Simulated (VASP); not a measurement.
# Ca (P6_3/mmc) in VASP: a series of runs

Runs on Ca. Level: r2SCAN. Tasks: single point.

All numbers are computed with VASP 6.6.1; they aren't measurements. Logs are shortened: lines on timing, memory, paths and dates and some standing lists are left out, and cuts for length are marked.

## 1. The cell of the first run

It takes space group P6_3/mmc (No. 194, hexagonal). Conventional cell: a = 3.936 Å, b = 3.936 Å, c = 12.912 Å, α = 90.00°, β = 90.00°, γ = 120.00°. Within 5.2 Å of Ca (site symmetry -3m) lie 12 Ca at 3.94 to 3.95 Å. Ca (site symmetry -6m2) has 12 Ca at 3.94 to 3.95 Å within 5.2 Å.

This isn't the form of Ca at room conditions, which is fcc.

## 2. Single point, r2SCAN

Contents of POSCAR:

```
Ca
1.0
    3.9361168493      0.0000000000      0.0000000000
   -1.9680584247      3.4087771838      0.0000000000
    0.0000000000      0.0000000000     12.9120188417
Ca
4
Direct
    0.0000000000      1.0000000000      1.0000000000
    1.0000000000      1.0000000000      0.5000000000
    0.3333333333      0.6666666667      0.2500000000
    0.6666666667      0.3333333333      0.7500000000
```

Contents of INCAR.step1:

```
SYSTEM = Ca
PREC     = Accurate       ! precision mode
ENCUT    = 520            ! plane-wave cutoff, eV
ISMEAR   = -1             ! smearing method
SIGMA    = 0.1            ! smearing width, eV
LREAL    = .False.        ! projectors in reciprocal space
LASPH    = .True.         ! aspherical terms in the spheres
NELM     = 80             ! most SCF steps
NBANDS   = 28             ! bands
GGA      = PE             ! functional
ALGO     = Normal         ! electronic algorithm
EDIFF    = 1E-4           ! SCF threshold, eV
LWAVE    = .True.         ! write WAVECAR
LCHARG   = .False.        ! write CHGCAR
```

Contents of INCAR.step2:

```
SYSTEM = Ca
PREC     = Accurate       ! precision mode
ENCUT    = 520            ! plane-wave cutoff, eV
EDIFF    = 1E-6           ! SCF threshold, eV
ISMEAR   = -1             ! smearing method
SIGMA    = 0.1            ! smearing width, eV
LREAL    = .False.        ! projectors in reciprocal space
LASPH    = .True.         ! aspherical terms in the spheres
NELM     = 80             ! most SCF steps
ALGO     = Normal         ! electronic algorithm
ISIF     = 2              ! what is computed and relaxed
LWAVE    = .False.        ! write WAVECAR
LCHARG   = .False.        ! write CHGCAR
METAGGA  = R2SCAN         ! meta-GGA
LMIXTAU  = .True.       
NBANDS   = 28             ! bands
ISTART   = 1
```

Contents of KPOINTS:

```
Automatic mesh
0
Gamma
  9 9 3
  0 0 0
```

Potentials or basis: VASP PAW PBE potentials, release 64 (Ca_sv).

Command:

```
$ cat potpaw_PBE.64/Ca_sv/POTCAR > POTCAR
$ cp INCAR.step1 INCAR
$ mpirun -np 1 vasp_std > vasp.out
$ cp INCAR.step2 INCAR
$ mpirun -np 1 vasp_std > vasp.out
```

OUTCAR:

```text
SYSTEM = Ca
   PREC = Accurate
   ENCUT = 520
   EDIFF = 1E-6
   ISMEAR = -1
   LREAL = .False.
   LASPH = .True.
   NELM = 80
   ISIF = 2
   METAGGA = R2SCAN
   ISTART = 1

 ion  position               nearest neighbor table
   1  0.000  0.000  0.000-
   2  0.000  0.000  0.500-
   3  0.333  0.667  0.250-
   4  0.667  0.333  0.750-

  LATTYP: Found a hexagonal cell.
 ALAT       =     3.9361168493
 C/A-ratio  =     3.2803952057

  Lattice vectors:

 A1 = (   3.9361168493,   0.0000000000,   0.0000000000)
 A2 = (  -1.9680584247,   3.4087771838,   0.0000000000)
 A3 = (   0.0000000000,   0.0000000000,  12.9120188417)

Analysis of symmetry for initial positions (statically):
=====================================================================
 Subroutine PRICEL returns:
 Original cell was already a primitive cell.

 Routine SETGRP: Setting up the symmetry group for a
 hexagonal supercell.

 Subroutine GETGRP returns: Found 24 space group operations
 (whereof 12 operations were pure point group operations)
 out of a pool of 24 trial point group operations.

The static configuration has the point symmetry D_3d.
 The point group associated with its full space group is D_6h.

Analysis of symmetry for dynamics (positions and initial velocities):
=====================================================================
 Subroutine PRICEL returns:
 Original cell was already a primitive cell.

 Routine SETGRP: Setting up the symmetry group for a
 hexagonal supercell.

 Subroutine GETGRP returns: Found 24 space group operations
 (whereof 12 operations were pure point group operations)
 out of a pool of 24 trial point group operations.

The dynamic configuration has the point symmetry D_3d.
 The point group associated with its full space group is D_6h.

 Subroutine INISYM returns: Found 24 space group operations
 (whereof 12 operations are pure point group operations),
 and found     1 'primitive' translations

----------------------------------------------------------------------------------------

                                     Primitive cell

  volume of cell :     173.2450

  direct lattice vectors                    reciprocal lattice vectors
     3.936116849  0.000000000  0.000000000     0.254057498  0.146680165  0.000000000
    -1.968058425  3.408777184  0.000000000     0.000000000  0.293360330  0.000000000
     0.000000000  0.000000000 12.912018842     0.000000000  0.000000000  0.077447223

  length of vectors
     3.936116849  3.936116849 12.912018842     0.293360330  0.293360330  0.077447223

  position of ions in fractional coordinates (direct lattice)
     0.000000000  0.000000000  0.000000000
     0.000000000  0.000000000  0.500000000
     0.333333333  0.666666667  0.250000000
     0.666666667  0.333333333  0.750000000

  ion indices of the primitive-cell ions
   primitive index   ion index
                 1           1
                 2           2
                 3           3
                 4           4

----------------------------------------------------------------------------------------

 KPOINTS: Automatic mesh

Automatic generation of k-mesh.
 Grid dimensions read from file:
 generate k-points for:    9    9    3

 Generating k-lattice:

  Cartesian coordinates                     Fractional coordinates (reciprocal lattice)
     0.028228611  0.016297796  0.000000000     0.111111111  0.000000000  0.000000000
     0.000000000  0.032595592  0.000000000     0.000000000  0.111111111  0.000000000
     0.000000000  0.000000000  0.025815741     0.000000000  0.000000000  0.333333333

  Length of vectors
     0.032595592  0.032595592  0.025815741

  Shift w.r.t. Gamma in fractional coordinates (k-lattice)
     0.000000000  0.000000000  0.000000000

 Subroutine IBZKPT returns following result:
 ===========================================

 Found     24 irreducible k-points:

 Following reciprocal coordinates:
            Coordinates               Weight
  0.000000  0.000000  0.000000      1.000000
  0.111111 -0.000000  0.000000      6.000000
  0.222222  0.000000  0.000000      6.000000
  0.333333  0.000000  0.000000      6.000000
  0.444444  0.000000  0.000000      6.000000
  0.111111  0.111111  0.000000      6.000000
[... 16 lines left out ...]
  0.333333  0.222222  0.333333     24.000000
  0.333333  0.333333  0.333333      4.000000
   k-points           NKPTS =     24   k-points in BZ     NKDIM =     24   number of bands    NBANDS=     28
   number of dos      NEDOS =    301   number of ions     NIONS =      4
   total plane-waves  NPLWV =  86400
   dimension x,y,z NGX =    30 NGY =   30 NGZ =   96
   dimension x,y,z NGXF=    60 NGYF=   60 NGZF=  192
   ions per type =               4
   NGX,Y,Z   is equivalent  to a cutoff of  12.67, 12.67, 12.36 a.u.
   NGXF,Y,Z  is equivalent  to a cutoff of  25.34, 25.34, 24.72 a.u.
 SYSTEM =  Ca
   PREC   = accura    normal or accurate (medium, high low for compatibility)
   ISTART =      1    job   : 0-new  1-cont  2-samecut
   ICHARG =      0    charge: 1-file 2-atom 10-const
   ISPIN  =      1    spin polarized calculation?
   LNONCOLLINEAR =      F non collinear calculations
   LSORBIT =      F    spin-orbit coupling
   LASPH  =      T    aspherical Exc in radial PAW
   ENCUT  =  520.0 eV  38.22 Ry    6.18 a.u.   7.32  7.32 24.01*2*pi/ulx,y,z
   NELM   =     80;   NELMIN=  2; NELMDL=  0     # of ELM steps
   EDIFF  = 0.1E-05   stopping-criterion for ELM
   LREAL  =      F    real-space projection
   EDIFFG = 0.1E-04   stopping-criterion for IOM
   NSW    =      0    number of steps for IOM
   IBRION =     -1    ionic relax: 0-MD 1-quasi-New 2-CG
   NFREE  =      0    steps in history (QN), initial steepest desc. (CG)
   ISIF   =      2    stress and relaxation
   ISYM   =      2    0-nonsym 1-usesym 2-fastsym
   POTIM  = 0.5000    time-step for ionic-motion
   TEBEG  =    0.0;   TEEND  =   0.0 temperature during run
   PSTRESS=    0.0 pullay stress
   NELECT =      40.0000    total number of electrons
   NUPDOWN=      -1.0000    fix difference up-down
   EMIN   =  10.00;   EMAX   =-10.00  energy-range for DOS
   EFERMI =   0.00;   METHOD = LEGACY
   ISMEAR =    -1;   SIGMA  =   0.10  broadening in eV -4-tet -1-fermi 0-gaus
   EFERMI_NEDOS =   21; number of points for ismear=-14 and -15
   IALGO  =     38    algorithm
   IMIX   =      4    mixing-type and parameters
     AMIX     =   0.40;   BMIX     =  1.00
     AMIX_MAG =   1.60;   BMIX_MAG =  1.00
  volume/ion in A,a.u.               =      43.31       292.28
  Fermi-wavevector in a.u.,A,eV,Ry     =   1.004326  1.897900 13.723790  1.008670
  Thomas-Fermi vector in A             =   2.136934
   LORBIT       =      0    0 simple, 1 ext, 2 COOP (PROOUT), +10 PAW based schemes
   METAGGA = R2SCAN    functional components
   LHFCALC =     F    Hartree Fock is set to
   AEXX    =    0.0000 exact exchange contribution
   IVDW    =     0    specifies the selected vdW correction
   LEPSILON=     F    determine dielectric tensor
   LRPA    =     F    only Hartree local field effects (RPA)
 non-spin polarized calculation
  energy-cutoff  :      520.00
  volume of cell :      173.25
 maximum number of plane-waves:      4722
 NGX is ok and might be reduce to    30
   NGX = 15   NGY = 15   NGZ = 49

 number of electron      39.9999989 magnetization

 Free energy of the ion-electron system (eV)
  ---------------------------------------------------
  ext. energy  EPLUGINS =         0.00000000
  ---------------------------------------------------
  free energy    TOTEN  =       -28.18251576 eV

  energy without entropy =      -28.02130014  energy(sigma->0) =      -28.10190795

 E-fermi :   1.9261     XC(G=0):  -8.1346

 val. band max:        1.9239158798   @ k =   0.4444   0.0000   0.3333
 cond. band min:       1.9479850935   @ k =   0.3333   0.3333   0.3333
 fundamental gap:      0.0240692137
 Fermi energy:         1.9260616011

 k-point     1 :       0.0000    0.0000    0.0000
  band No.  band energies     occupation
      1     -41.9294      2.00000
      2     -41.9256      2.00000
      3     -41.9188      2.00000
      4     -41.9151      2.00000
      5     -22.0888      2.00000
      6     -22.0254      2.00000
[... 20 lines left out ...]
     27       4.5230      0.00000
     28       4.5490      0.00000

 k-point     2 :       0.1111   -0.0000    0.0000
  band No.  band energies     occupation
      1     -41.9281      2.00000
      2     -41.9246      2.00000
      3     -41.9178      2.00000
      4     -41.9143      2.00000
      5     -22.0836      2.00000
      6     -22.0271      2.00000
[... 20 lines left out ...]
     27       4.5918      0.00000
     28       4.6548      0.00000

 k-point     3 :       0.2222    0.0000    0.0000
  band No.  band energies     occupation
      1     -41.9247      2.00000
      2     -41.9220      2.00000
      3     -41.9152      2.00000
      4     -41.9126      2.00000
      5     -22.0696      2.00000
      6     -22.0396      2.00000
[... 20 lines left out ...]
     27       4.4704      0.00000
     28       4.6602      0.00000

 k-point     4 :       0.3333    0.0000    0.0000
  band No.  band energies     occupation
      1     -41.9207      2.00000
      2     -41.9191      2.00000
      3     -41.9123      2.00000
      4     -41.9107      2.00000
      5     -22.0708      2.00000
      6     -22.0680      2.00000
[... 578 lines left out ...]
     27       3.8443      0.00000
     28       3.9274      0.00000

 k-point    23 :       0.3333    0.2222    0.3333
  band No.  band energies     occupation
      1     -41.9166      2.00000
      2     -41.9164      2.00000
      3     -41.9095      2.00000
      4     -41.9093      2.00000
      5     -22.0745      2.00000
      6     -22.0735      2.00000
[... 20 lines left out ...]
     27       3.4198      0.00000
     28       3.7154      0.00000

 k-point    24 :       0.3333    0.3333    0.3333
  band No.  band energies     occupation
      1     -41.9158      2.00000
      2     -41.9158      2.00000
      3     -41.9090      2.00000
      4     -41.9090      2.00000
      5     -22.0644      2.00000
      6     -22.0644      2.00000
[... 20 lines left out ...]
     27       2.9837      0.00005
     28       3.3676      0.00000

------------------------ aborting loop because EDIFF is reached ----------------------------------------

  FORCE on cell =-STRESS in cart. coord.  units (eV):
  Direction    XX          YY          ZZ          XY          YZ          ZX
  --------------------------------------------------------------------------------------
  -------------------------------------------------------------------------------------
  Total        0.0614732      0.0614732      0.0620659     -0.0000000      0.0000000      0.0000000
  in kB        0.5685064      0.5685064      0.5739883     -0.0000000      0.0000000      0.0000000
  external PRESSURE =       0.5703337 kB  Pullay stress =       0.0000000 kB

 VOLUME and BASIS-vectors are now :
 -----------------------------------------------------------------------------
  energy-cutoff  :      520.00
  volume of cell :      173.25
      direct lattice vectors                 reciprocal lattice vectors
     3.936116849  0.000000000  0.000000000     0.254057498  0.146680165  0.000000000
    -1.968058425  3.408777184  0.000000000     0.000000000  0.293360330  0.000000000
     0.000000000  0.000000000 12.912018842     0.000000000  0.000000000  0.077447223

 POSITION                                       TOTAL-FORCE (eV/Angst)
 -----------------------------------------------------------------------------------
      0.00000      0.00000      0.00000         0.000000      0.000000      0.000000
      0.00000      0.00000      6.45601         0.000000      0.000000      0.000000
     -0.00000      2.27252      3.22800        -0.000000      0.000000     -0.000000
      1.96806      1.13626      9.68401         0.000000     -0.000000      0.000000
 -----------------------------------------------------------------------------------
    total drift:                               -0.000000      0.000000      0.000000

  FREE ENERGIE OF THE ION-ELECTRON SYSTEM (eV)
  ---------------------------------------------------
  free  energy   TOTEN  =       -28.1825157613 eV

  energy  without entropy=      -28.0213001371  energy(sigma->0) =      -28.10190795
```

Run time: 3.4 min. Hardware: 1 thread of Intel Xeon 6975P-C (Granite Rapids), shared host; peak memory 0.34 GiB.

Results:

```yaml
Free_energy: -28.1825 eV
Pressure: 0.1 GPa
Band_gap_on_the_k_mesh: zero (bands 20 and 21 overlap by 0.58 eV)
```

Caveat: the PAW data sets were made with another functional, which shifts forces and pressure a little.

(Continued in part 2 of 2.)

The gap in the log of VASP goes by the Fermi energy; the results here count the filled bands.